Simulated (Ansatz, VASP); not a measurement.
# AlGa3N4: VASP beside Ansatz

File POSCAR:

```
AlGa3N4
1.0
    4.4653444522      0.0000000000      0.0000000000
    0.0000000000      4.4653444522      0.0000000000
    0.0000000000      0.0000000000      4.4653444522
Al Ga N
1 3 4
Direct
    0.0000000000      0.0000000000      0.0000000000
    0.5059382887      0.4940617113      0.0000000000
    0.5059382887     -0.0059382887      0.5000000000
    0.0059382887      0.4940617113      0.5000000000
    0.7553510553      0.7553510553      0.2446489447
    0.7553510553      0.2446489447      0.7553510553
    0.2446489447      0.7553510553      0.7553510553
    0.2446489447      0.2446489447      0.2446489447
```

INCAR.step1

```
SYSTEM = AlGa3N4
PREC = Accurate
ENCUT = 520
ISMEAR = 0
SIGMA = 0.05
LREAL = .FALSE.
LASPH = .TRUE.
NELM = 60
NBANDS = 41
GGA = PE
ALGO = Normal
EDIFF = 1E-4
LWAVE = .TRUE.
LCHARG = .FALSE.
```

Contents of INCAR.step2:

```
SYSTEM = AlGa3N4
PREC = Accurate
ENCUT = 520
EDIFF = 1E-6
ISMEAR = 0
SIGMA = 0.05
LREAL = .FALSE.
LASPH = .TRUE.
NELM = 60
ALGO = Normal
ISIF = 2
LWAVE = .FALSE.
LCHARG = .FALSE.
METAGGA = R2SCAN
LMIXTAU = .TRUE.
NBANDS = 41
ISTART = 1
```

File KPOINTS:

```
Automatic mesh
0
G
  6 6 6
  0 0 0
```

Input for Ansatz:

```yaml
crystal:
  lattice:
    - [4.4653444522, 0.0, 0.0]
    - [0.0, 4.4653444522, 0.0]
    - [0.0, 0.0, 4.4653444522]
  atoms:
    - { symbol: Al, position: [0.0, 0.0, 0.0] }
    - { symbol: Ga, position: [0.5059382887, 0.4940617113, 0.0] }
    - { symbol: Ga, position: [0.5059382887, -0.0059382887, 0.5] }
    - { symbol: Ga, position: [0.0059382887, 0.4940617113, 0.5] }
    - { symbol: "N", position: [0.7553510553, 0.7553510553, 0.2446489447] }
    - { symbol: "N", position: [0.7553510553, 0.2446489447, 0.7553510553] }
    - { symbol: "N", position: [0.2446489447, 0.7553510553, 0.7553510553] }
    - { symbol: "N", position: [0.2446489447, 0.2446489447, 0.2446489447] }
basis:
  ecutwfc: 500
kpoints:
  mp_grid: { grid: [6, 6, 6] }
hamiltonian:
  xc: r2scan
scf:
  occupations: { method: gaussian, width: 0.05 }
output:
  forces: true
  stress: true
  eigenvalues: true
```

Change from the starting cell: all Ga atoms moved +0.037 Å, as atom 2 along Cartesian [1 -1 0].

Alike in both runs: task single point; functional r2SCAN; k mesh 6 × 6 × 6; occupations gaussian, width 0.05 eV; no spin polarisation.

|  | VASP | Ansatz |
| --- | --- | --- |
| version | VASP 6.6.1 | Ansatz 0.2.0 |
| potentials or method | VASP PAW PBE potentials, release 64 (Al, Ga_d, N), cutoff 520 eV | scalar-relativistic, plane waves, PAW |
| valence electrons in the cell | 62 | 62 |

Ansatz gave:

```
gap on the k mesh at the Fermi level (eV)                     : 2.75
least direct gap on the mesh (eV)                             : 2.75
pressure (GPa)                                                : 0.1
traceless stress, the component that is largest in VASP (GPa) : -1.23
rms of the force components (eV/Å)                            : 0.258
```

Question: Estimate VASP's values.

Answer: gap on the k mesh at the Fermi level (eV): 2.75; least direct gap on the mesh (eV): 2.75; pressure (GPa): 0.9; traceless stress, the component that is largest in VASP (GPa): -1.29; rms of the force components (eV/Å): 0.265.

VASP's potentials were made for PBE, not for r2SCAN. Atom by atom the forces differ by 0.033 eV/Å (rms over components). The functional is the same, so the differences come from potentials, cutoffs and numerics.
